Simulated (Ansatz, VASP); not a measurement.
CdS: VASP beside Ansatz

```xyz
2
Lattice="0.0746 2.9550 2.9550 2.9550 0.0746 2.9550 2.9550 2.9550 0.0746" Properties=species:S:1:pos:R:3 pbc="T T T"
Cd    0.0169    0.0169    0.0169
S     1.4793    1.4793    1.4793
```

Change from the starting cell: epitaxial_111 strain -2.0%.

Alike in both runs: task single point; functional PBE; k mesh 8 × 8 × 8; occupations fermi-dirac, width 0.02 eV; no spin polarisation.

|  | VASP | Ansatz |
| --- | --- | --- |
| version | VASP 6.6.1 | Ansatz 0.2.0 |
| potentials or method | VASP PAW PBE potentials, release 64 (Cd, S) | plane waves, PAW |
| plane-wave cutoff (eV) | 520 | 420 |
| valence electrons in the cell | 18 | 26 |

VASP gave:

```
gap on the k mesh at the Fermi level (eV)                     : 1.08
pressure (GPa)                                                : 3.1
traceless stress, the component that is largest in VASP (GPa) : -0.65
rms of the force components (eV/Å)                            : 0.004
```

Problem. What did Ansatz give for the same quantities?

Solution. gap on the k mesh at the Fermi level (eV): 1.07; pressure (GPa): 2.7; traceless stress, the component that is largest in VASP (GPa): -0.65; rms of the force components (eV/Å): 0.002.

Atom by atom the forces differ by 0.002 eV/Å (rms over components). VASP's potentials hold 18 valence electrons a cell and Ansatz's 26, so a difference there can come from the potentials and not from the codes.
